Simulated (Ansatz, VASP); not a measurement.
BP in VASP and in Ansatz

```
CELL_PARAMETERS angstrom
0.00000 2.22362 2.26900
2.26900 0.00000 2.26900
2.26900 2.22362 0.00000
ATOMIC_POSITIONS crystal
B 0.00000 0.00000 0.00000
P 0.75000 0.75000 0.75000
```

Change from the starting cell: strain -0.0200 x Voigt [0, 1, 0, 0, 0, 0], atoms carried along.

Alike in both runs: task single point; functional PBE; k mesh 10 × 10 × 10; occupations gaussian, width 0.05 eV; no spin polarisation.

|  | VASP | Ansatz |
| --- | --- | --- |
| version | VASP 6.6.1 | Ansatz 0.2.0 |
| potentials or method | VASP PAW PBE potentials, release 64 (B, P), cutoff 520 eV | scalar-relativistic, plane waves, PAW |
| valence electrons in the cell | 8 | 8 |

|  | VASP | Ansatz | Ansatz less VASP |
| --- | --- | --- | --- |
| gap on the k mesh at the Fermi level (eV) | 0.91 | 0.91 | +0.005 |
| least direct gap on the mesh (eV) | 3.23 | 3.23 | +0.004 |
| pressure (GPa) | 4.4 | 4.6 | +0.26 |
| traceless stress, the component that is largest in VASP (GPa) | 3.57 | 3.56 | -0.006 |
